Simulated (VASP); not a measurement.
# P (P4/mmm) in VASP: further runs, part 2 of 2

VASP 6.6.1. The steps go on from the part before.

## (3) Single point, PBEsol (strain +0.000 along x and y, -0.025 along z)

INCAR reads:

```
SYSTEM = P
PREC     = Accurate       ! precision mode
ENCUT    = 520            ! plane-wave cutoff, eV
EDIFF    = 1E-7           ! SCF threshold, eV
ISMEAR   = 0              ! smearing method
SIGMA    = 0.15           ! smearing width, eV
LREAL    = .False.        ! projectors in reciprocal space
LASPH    = .True.         ! aspherical terms in the spheres
NELM     = 100            ! most SCF steps
ALGO     = Normal         ! electronic algorithm
ISIF     = 2              ! what is computed and relaxed
LWAVE    = .False.        ! write WAVECAR
LCHARG   = .False.        ! write CHGCAR
GGA      = PS             ! functional
NBANDS   = 8              ! bands
```

KPOINTS reads:

```
Automatic mesh
0
Gamma
  12 12 12
  0 0 0
```

POSCAR reads:

```
P
1.0
    4.2729048574      0.0000000000      0.0000000000
    0.0000000000      4.2729048574      0.0000000000
    0.0000000000      0.0000000000      4.2685500000
P
1
Direct
    0.0000000000      0.0000000000      0.0000000000
```

Potentials or basis: VASP PAW PBE potentials, release 64 (P).

Started as:

```console
$ cat potpaw_PBE.64/P/POTCAR > POTCAR
$ mpirun -np 1 vasp_std > vasp.out
```

It took 43 s on 1 thread of Intel Xeon Platinum 8375C at 2.90GHz (Ice Lake), shared host; peak memory 0.24 GiB.

It converged, with:

```
Free energy : -1.2363 eV
Pressure    : -4.1 GPa
```

Levels at points of the mesh, in eV from the Fermi level:
```csv
k point,band 1,band 2,band 3,band 4,band 5
"(0.00, 0.00, 0.00)",-8.75,0.54,0.54,0.55,4.66
"(0.50, 0.00, 0.00)",-8.57,-0.85,0.69,0.69,6.55
"(0.50, 0.50, 0.00)",-8.41,-0.55,-0.55,0.82,5.83
"(0.00, 0.00, 0.50)",-8.57,-0.85,0.69,0.69,6.55
"(0.50, 0.00, 0.50)",-8.41,-0.55,-0.55,0.82,5.83
"(0.50, 0.50, 0.50)",-8.26,-0.31,-0.30,-0.30,6.93
```

Caveat: the cell differs from its parent crystal (strain +0.000 along x and y, -0.025 along z); the PAW data sets were made with another functional, which shifts forces and pressure a little.

## (4) Single point, PBEsol (strain +0.025 along x and y, -0.050 along z)

INCAR reads:

```
PREC     = Accurate       # precision mode
ENCUT    = 520            # plane-wave cutoff, eV
EDIFF    = 1E-7           # SCF threshold, eV
ISMEAR   = 0              # smearing method
SIGMA    = 0.15           # smearing width, eV
LREAL    = F              # projectors in reciprocal space
LASPH    = T              # aspherical terms in the spheres
NELM     = 80             # most SCF steps
ALGO     = Normal         # electronic algorithm
ISIF     = 2              # what is computed and relaxed
LWAVE    = F              # write WAVECAR
LCHARG   = F              # write CHGCAR
GGA      = PS             # functional
NBANDS   = 8              # bands
```

KPOINTS reads:

```
Automatic mesh
0
Gamma
  12 12 12
```

POSCAR reads:

```
P
1.0
    4.3797274788      0.0000000000      0.0000000000
    0.0000000000      4.3797274788      0.0000000000
    0.0000000000      0.0000000000      4.1591000000
P
1
Direct
    0.0000000000      0.0000000000      0.0000000000
```

Potentials or basis: VASP PAW PBE potentials, release 64 (P).

Started as:

```console
$ cat potpaw_PBE.64/P/POTCAR > POTCAR
$ mpirun -np 1 vasp_std > vasp.out
```

OUTCAR:

```text
PREC = Accurate
   ENCUT = 520
   EDIFF = 1E-7
   ISMEAR = 0
   LREAL = F
   LASPH = T
   NELM = 80
   ISIF = 2
   GGA = PS

 ion  position               nearest neighbor table
   1  0.000  0.000  0.000-

  LATTYP: Found a simple tetragonal cell.
 ALAT       =     4.3797274788
 C/A-ratio  =     0.9496252952

  Lattice vectors:

 A1 = (   4.3797274788,   0.0000000000,   0.0000000000)
 A2 = (   0.0000000000,   4.3797274788,   0.0000000000)
 A3 = (   0.0000000000,   0.0000000000,   4.1591000000)

[... 434 lines left out ...]
  band No.  band energies     occupation
      1     -11.5807      2.00000
      2      -3.6081      2.00000
      3      -3.3791      1.99606
      4      -2.2017      0.00000
      5       3.1534      0.00000
      6       4.6130      0.00000
      7       6.2201      0.00000
      8       6.4438      0.00000

 [... further k-points ...]
[... 5 lines left out ...]
  --------------------------------------------------------------------------------------
  -------------------------------------------------------------------------------------
  Total       -1.7793959     -1.7793959     -2.2238323      0.0000000      0.0000000      0.0000000
  in kB      -35.7346585    -35.7346585    -44.6600362      0.0000000      0.0000000      0.0000000
  external PRESSURE =     -38.7097844 kB  Pullay stress =       0.0000000 kB

 VOLUME and BASIS-vectors are now :
 -----------------------------------------------------------------------------
  energy-cutoff  :      520.00
  volume of cell :       79.78
      direct lattice vectors                 reciprocal lattice vectors
     4.379727479  0.000000000  0.000000000     0.228324709  0.000000000  0.000000000
     0.000000000  4.379727479  0.000000000     0.000000000  0.228324709  0.000000000
     0.000000000  0.000000000  4.159100000     0.000000000  0.000000000  0.240436633

 POSITION                                       TOTAL-FORCE (eV/Angst)
 -----------------------------------------------------------------------------------
      0.00000      0.00000      0.00000         0.000000      0.000000      0.000000
 -----------------------------------------------------------------------------------
    total drift:                                0.000000      0.000000      0.000000

  FREE ENERGIE OF THE ION-ELECTRON SYSTEM (eV)
  ---------------------------------------------------
  free  energy   TOTEN  =        -1.1983057737 eV

  energy  without entropy=       -1.1595092633  energy(sigma->0) =       -1.17890752
```

stdout:

```text
POSCAR found type information on POSCAR P
 POSCAR found :  1 types and       1 ions
 scaLAPACK will be used
 -----------------------------------------------------------------------------
|                                                                             |
|                                                                             |
|     You enforced a specific xc type in the INCAR file but a different       |
|     I HOPE YOU KNOW WHAT YOU ARE DOING!                                     |
|                                                                             |
 -----------------------------------------------------------------------------

 LDA part: xc-table for (Slater+PW92), standard interpolation
 POSCAR, INCAR and KPOINTS ok, starting setup
 FFT: planning ... GRIDC
 FFT: planning ... GRID_SOFT
 FFT: planning ... GRID
 WAVECAR not read
 entering main loop
```

It took 49 s on 1 thread of Intel Xeon Platinum 8375C at 2.90GHz (Ice Lake), shared host; peak memory 0.25 GiB.

What came out:

```
Free energy : -1.1983 eV
Pressure    : -3.9 GPa
```

Stress tensor (GPa, compression positive):
```
-3.57  0.00  0.00
 0.00 -3.57  0.00
 0.00  0.00 -4.47
```

Levels at points of the mesh, in eV from the Fermi level:
| k point | band 1 | band 2 | band 3 | band 4 | band 5 | band 6 |
| --- | --- | --- | --- | --- | --- | --- |
| (0.00, 0.00, 0.00) | -8.74 | 0.44 | 0.44 | 0.69 | 4.63 | 7.39 |
| (0.50, 0.00, 0.00) | -8.59 | -0.79 | 0.57 | 0.80 | 6.47 | 7.47 |
| (0.50, 0.50, 0.00) | -8.46 | -0.53 | -0.53 | 0.91 | 5.83 | 8.13 |
| (0.00, 0.00, 0.50) | -8.52 | -0.89 | 0.63 | 0.63 | 6.57 | 7.64 |
| (0.50, 0.00, 0.50) | -8.40 | -0.64 | -0.44 | 0.74 | 5.87 | 8.13 |
| (0.50, 0.50, 0.50) | -8.28 | -0.42 | -0.23 | -0.23 | 6.87 | 6.87 |

Caveat: the cell differs from its parent crystal (strain +0.025 along x and y, -0.050 along z); the PAW data sets were made with another functional, which shifts forces and pressure a little.

## (5) The runs side by side

| cell | gap on the mesh (eV) | pressure (GPa) |
| --- | --- | --- |
| a = 4.166, b = 4.166, c = 4.378 Å, 1 atom | none | -4.3 |
| a = 4.273, b = 4.273, c = 4.269 Å, 1 atom | none | -4.1 |
| a = 4.380, b = 4.380, c = 4.159 Å, 1 atom | none | -3.9 |

Alike in all rows: task single point; level PBEsol; potentials or basis VASP PAW PBE potentials, release 64 (P); no spin polarisation; k mesh 12 × 12 × 12; cutoff (eV) 520; smearing gaussian 0.15 eV.

Caveats: the PAW data sets were made with another functional, which shifts forces and pressure a little.

Total energies depend on the potentials used, so only differences within one code and one set of settings carry meaning.
